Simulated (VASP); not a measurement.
# TiAl (P-6m2) in VASP: notebook

The runs below take TiAl through single point, with r2SCAN.

Everything below comes from runs of VASP 6.6.1. Logs are shortened: lines on timing, memory, paths and dates and some standing lists are left out, and cuts for length are marked.

### 1 The cell of the first run

Symmetry: P-6m2, No. 187, hexagonal system. Conventional cell: a = 2.867 Å, b = 2.867 Å, c = 4.678 Å, α = 90.00°, β = 90.00°, γ = 120.00°. Within 3.8 Å of Ti (site symmetry -6m2) lie 6 Al at 2.87 Å and 6 Ti at 2.87 Å. Within 3.8 Å of Al (site symmetry -6m2) lie 6 Ti at 2.87 Å and 6 Al at 2.87 Å.

### 2 Single point, r2SCAN

Input file POSCAR:

```
TiAl
1.0
    2.8672622327      0.0000000000      0.0000000000
   -1.4336311163      2.4831219328      0.0000000000
    0.0000000000      0.0000000000      4.6780830000
Ti Al
1 1
Direct
    0.0000000000      0.0000000000      0.0000000000
    0.3333333333      0.6666666667      0.5000000000
```

Input file INCAR.step1:

```
SYSTEM = TiAl
ALGO = Normal
EDIFF = 1E-4
ENCUT = 520
GGA = PE
ISMEAR = 0
LASPH = .True.
LCHARG = .False.
LREAL = .False.
LWAVE = .True.
NBANDS = 14
NELM = 60
PREC = Accurate
SIGMA = 0.15
```

Input file INCAR.step2:

```
SYSTEM = TiAl
ALGO = Normal
EDIFF = 1E-6
ENCUT = 520
ISIF = 2
ISMEAR = 0
ISTART = 1
LASPH = .True.
LCHARG = .False.
LMIXTAU = .True.
LREAL = .False.
LWAVE = .False.
METAGGA = R2SCAN
NBANDS = 14
NELM = 60
PREC = Accurate
SIGMA = 0.15
```

Input file KPOINTS:

```
k-points
0
Gamma
  18 18 10
  0 0 0
```

Potentials or basis: VASP PAW PBE potentials, release 64 (Ti_sv, Al).

The run is started by

```console
cat potpaw_PBE.64/Ti_sv/POTCAR potpaw_PBE.64/Al/POTCAR > POTCAR
cp INCAR.step1 INCAR
mpirun -np 1 vasp_std > vasp.out
cp INCAR.step2 INCAR
mpirun -np 1 vasp_std > vasp.out
```

OUTCAR:

```text
SYSTEM = TiAl
   EDIFF = 1E-6
   ENCUT = 520
   ISIF = 2
   ISMEAR = 0
   ISTART = 1
   LASPH = .True.
   LREAL = .False.
   METAGGA = R2SCAN
   NELM = 60
   PREC = Accurate

 ion  position               nearest neighbor table
   1  0.000  0.000  0.000-   2 2.87   2 2.87   2 2.87   2 2.87   2 2.87   2 2.87
   2  0.333  0.667  0.500-   1 2.87   1 2.87   1 2.87   1 2.87   1 2.87   1 2.87

  LATTYP: Found a hexagonal cell.
 ALAT       =     2.8672622327
 C/A-ratio  =     1.6315504549

  Lattice vectors:

 A1 = (   2.8672622327,   0.0000000000,   0.0000000000)
 A2 = (  -1.4336311163,   2.4831219328,   0.0000000000)
 A3 = (   0.0000000000,   0.0000000000,   4.6780830000)

Analysis of symmetry for initial positions (statically):
=====================================================================
 Subroutine PRICEL returns:
 Original cell was already a primitive cell.

 Routine SETGRP: Setting up the symmetry group for a
 hexagonal supercell.

 Subroutine GETGRP returns: Found 12 space group operations
 (whereof 12 operations were pure point group operations)
 out of a pool of 24 trial point group operations.

The static configuration has the point symmetry D_3h.

Analysis of symmetry for dynamics (positions and initial velocities):
=====================================================================
 Subroutine PRICEL returns:
 Original cell was already a primitive cell.

 Routine SETGRP: Setting up the symmetry group for a
 hexagonal supercell.

 Subroutine GETGRP returns: Found 12 space group operations
 (whereof 12 operations were pure point group operations)
 out of a pool of 24 trial point group operations.

The dynamic configuration has the point symmetry D_3h.

 Subroutine INISYM returns: Found 12 space group operations
 (whereof 12 operations are pure point group operations),
 and found     1 'primitive' translations

----------------------------------------------------------------------------------------

                                     Primitive cell

  volume of cell :      33.3068

  direct lattice vectors                    reciprocal lattice vectors
     2.867262233  0.000000000  0.000000000     0.348764751  0.201359423  0.000000000
    -1.433631116  2.483121933  0.000000000     0.000000000  0.402718846  0.000000000
     0.000000000  0.000000000  4.678083000     0.000000000  0.000000000  0.213762774

  length of vectors
     2.867262233  2.867262233  4.678083000     0.402718846  0.402718846  0.213762774

  position of ions in fractional coordinates (direct lattice)
[... 85 lines left out ...]
   ISIF   =      2    stress and relaxation
   ISYM   =      2    0-nonsym 1-usesym 2-fastsym
   POTIM  = 0.5000    time-step for ionic-motion
   TEBEG  =    0.0;   TEEND  =   0.0 temperature during run
   PSTRESS=    0.0 pullay stress
   NELECT =      15.0000    total number of electrons
   NUPDOWN=      -1.0000    fix difference up-down
   EMIN   =  10.00;   EMAX   =-10.00  energy-range for DOS
   EFERMI =   0.00;   METHOD = LEGACY
   ISMEAR =     0;   SIGMA  =   0.15  broadening in eV -4-tet -1-fermi 0-gaus
   EFERMI_NEDOS =   21; number of points for ismear=-14 and -15
   IALGO  =     38    algorithm
   IMIX   =      4    mixing-type and parameters
     AMIX     =   0.40;   BMIX     =  1.00
     AMIX_MAG =   1.60;   BMIX_MAG =  1.00
  volume/ion in A,a.u.               =      16.65       112.38
  Fermi-wavevector in a.u.,A,eV,Ry     =   1.254857  2.371335 21.424622  1.574665
  Thomas-Fermi vector in A             =   2.388641
   LORBIT       =      0    0 simple, 1 ext, 2 COOP (PROOUT), +10 PAW based schemes
   METAGGA = R2SCAN    functional components
   LHFCALC =     F    Hartree Fock is set to
   AEXX    =    0.0000 exact exchange contribution
   IVDW    =     0    specifies the selected vdW correction
   LEPSILON=     F    determine dielectric tensor
   LRPA    =     F    only Hartree local field effects (RPA)
 non-spin polarized calculation
 Gauss-broadening in eV      SIGMA  =   0.15
  energy-cutoff  :      520.00
  volume of cell :       33.31
 maximum number of plane-waves:       917
 NGX is ok and might be reduce to    24
   NGX = 11   NGY = 11   NGZ = 17

 number of electron      15.0000001 magnetization

 Free energy of the ion-electron system (eV)
  ---------------------------------------------------
  ext. energy  EPLUGINS =         0.00000000
  ---------------------------------------------------
  free energy    TOTEN  =       -20.24709462 eV

  energy without entropy =      -20.22168229  energy(sigma->0) =      -20.23438846

 E-fermi :   7.8388     XC(G=0): -11.7473

 val. band max:        7.8384084378   @ k =   0.1667   0.1667   0.3000
 cond. band min:       7.8394224565   @ k =   0.3333   0.2778   0.3000
 fundamental gap:      0.0010140187
 Fermi energy:         7.8387957539

 k-point     1 :       0.0000    0.0000    0.0000
  band No.  band energies     occupation
      1     -51.0207      2.00000
      2     -26.2966      2.00000
      3     -25.8648      2.00000
      4     -25.8647      2.00000
      5      -1.6148      2.00000
      6       5.4069      2.00000
      7       5.7478      2.00000
      8       9.2729      0.00000
      9       9.2729      0.00000
     10      10.9046      0.00000
     11      10.9046      0.00000
     12      12.0500      0.00000
     13      21.5050      0.00000
     14      21.5050      0.00000
[... 377 lines left out ...]
      1     -50.9202      2.00000
      2     -26.4292      2.00000
      3     -26.1979      2.00000
      4     -26.0427      2.00000
      5       3.3763      2.00000
      6       5.7651      2.00000
      7       6.4255      2.00000
      8       7.0504      2.00000
      9       9.6398      0.00000
     10      11.1085      0.00000
     11      12.1188      0.00000
     12      12.6725      0.00000
     13      13.6566      0.00000
     14      14.7537      0.00000

 [... further k-points ...]
[... 5 lines left out ...]
  --------------------------------------------------------------------------------------
  -------------------------------------------------------------------------------------
  Total       -0.0840305     -0.0840305     -0.4570467     -0.0000000      0.0000000      0.0000000
  in kB       -4.0421660     -4.0421660    -21.9855741     -0.0000000      0.0000000      0.0000000
  external PRESSURE =     -10.0233021 kB  Pullay stress =       0.0000000 kB

 VOLUME and BASIS-vectors are now :
 -----------------------------------------------------------------------------
  energy-cutoff  :      520.00
  volume of cell :       33.31
      direct lattice vectors                 reciprocal lattice vectors
     2.867262233  0.000000000  0.000000000     0.348764751  0.201359423  0.000000000
    -1.433631116  2.483121933  0.000000000     0.000000000  0.402718846  0.000000000
     0.000000000  0.000000000  4.678083000     0.000000000  0.000000000  0.213762774

 POSITION                                       TOTAL-FORCE (eV/Angst)
 -----------------------------------------------------------------------------------
      0.00000      0.00000      0.00000        -0.000000     -0.000000      0.000000
     -0.00000      1.65541      2.33904         0.000000      0.000000      0.000000
 -----------------------------------------------------------------------------------
    total drift:                               -0.000001      0.000001      0.000000

  FREE ENERGIE OF THE ION-ELECTRON SYSTEM (eV)
  ---------------------------------------------------
  free  energy   TOTEN  =       -20.2470946167 eV

  energy  without entropy=      -20.2216822934  energy(sigma->0) =      -20.23438846
```

Run time: 4.2 min. Hardware: 1 thread of Intel Xeon 6975P-C, shared host; peak memory 0.25 GiB.

What came out:

```
Free energy : -20.2471 eV
Pressure    : -1.0 GPa
```

Levels at points of the mesh, in eV from the Fermi level:
| k point | band 3 | band 4 | band 5 | band 6 | band 7 | band 8 | band 9 | band 10 | band 11 | band 12 |
| --- | --- | --- | --- | --- | --- | --- | --- | --- | --- | --- |
| (0.00, 0.00, 0.00) | -33.70 | -33.70 | -9.45 | -2.43 | -2.09 | 1.43 | 1.43 | 3.07 | 3.07 | 4.21 |
| (0.50, 0.00, 0.00) | -34.04 | -33.84 | -3.92 | -2.99 | -1.54 | -1.00 | 2.37 | 4.20 | 4.27 | 4.28 |
| (0.00, 0.00, 0.50) | -33.70 | -33.70 | -8.52 | -5.63 | -0.43 | 1.45 | 1.45 | 2.99 | 2.99 | 7.10 |
| (0.50, 0.00, 0.50) | -34.04 | -33.84 | -3.81 | -2.57 | -1.91 | 0.41 | 1.06 | 2.16 | 3.25 | 4.20 |

Caveat: the PAW data sets were made with another functional, which shifts forces and pressure a little.

### 3 Single point, r2SCAN

POSCAR is that of step 2.

Input file INCAR.step1:

```
ALGO = Normal
EDIFF = 1E-4
ENCUT = 520
GGA = PE
ISMEAR = 0
LASPH = True
LCHARG = False
LREAL = False
LWAVE = True
NBANDS = 14
NELM = 100
PREC = Accurate
SIGMA = 0.15
```

Input file INCAR.step2:

```
ALGO = Normal
EDIFF = 1E-6
ENCUT = 520
ISIF = 2
ISMEAR = 0
ISTART = 1
LASPH = True
LCHARG = True
LELF = True
LMIXTAU = True
LREAL = False
LVHAR = True
LWAVE = False
METAGGA = R2SCAN
NBANDS = 14
NELM = 100
PREC = Accurate
SIGMA = 0.15
```

Input file KPOINTS:

```
k-points
0
Gamma
  24 24 12
```

Potentials or basis: VASP PAW PBE potentials, release 64 (Ti_sv, Al).

The run is started by

```console
cat potpaw_PBE.64/Ti_sv/POTCAR potpaw_PBE.64/Al/POTCAR > POTCAR
cp INCAR.step1 INCAR
mpirun -np 1 vasp_std > vasp.out
cp INCAR.step2 INCAR
mpirun -np 1 vasp_std > vasp.out
```

It took 7.3 min on 1 thread of Intel Xeon 6975P-C, shared host; peak memory 0.33 GiB.

The run converged. Its results:

| Property | Result |
| --- | --- |
| Free energy | -20.2459 eV |
| Pressure | -1.0 GPa |

Stress tensor (GPa, compression positive):
```
-0.36  0.00  0.00
 0.00 -0.36  0.00
 0.00  0.00 -2.22
```

Levels at points of the mesh, in eV from the Fermi level:
```csv
k point,band 6,band 7,band 8,band 9,band 10,band 11
"(0.00, 0.00, 0.00)",-2.43,-2.09,1.43,1.43,3.07,3.07
"(0.50, 0.00, 0.00)",-2.99,-1.54,-1.01,2.37,4.20,4.27
"(0.00, 0.00, 0.50)",-5.63,-0.43,1.45,1.45,2.99,2.99
"(0.50, 0.00, 0.50)",-2.57,-1.91,0.41,1.06,2.16,3.25
```

Caveat: the PAW data sets were made with another functional, which shifts forces and pressure a little.
